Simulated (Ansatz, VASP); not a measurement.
Two plane-wave programs on TiN

```
Ti N
1.0
     0.00000    2.08596    2.08596
     2.08596    0.00000    2.08596
     2.08596    2.08596    0.00000
Ti N
1 1
Direct
  0.00000 0.00000 0.00000
  0.50000 0.50000 0.50000
```

Alike in both runs: functional LDA; k mesh 14 × 14 × 14; occupations gaussian, width 0.1 eV; no spin polarisation.

Ansatz relaxed the structure, and its values are those at the end. VASP's run is a single point on that final structure, the one shown.

```csv
,VASP,Ansatz
version,VASP 6.6.1,Ansatz 0.2.0
potentials or method,"VASP PAW LDA potentials, release 64 (Ti_sv, N), cutoff 600 eV","scalar-relativistic, plane waves, PAW"
valence electrons in the cell,17,17
```

```csv
,VASP,Ansatz,Ansatz less VASP
gap on the k mesh at the Fermi level (eV),none,none,-
pressure (GPa),1.0,0.0,-0.97
```

Ansatz warns that its potentials were made for another functional, while VASP's fit it. LDA's correlation is that of Perdew and Zunger in VASP and of Perdew and Wang (1992) in Ansatz. A gap of «none» marks a metal or a gap that the smearing closes.
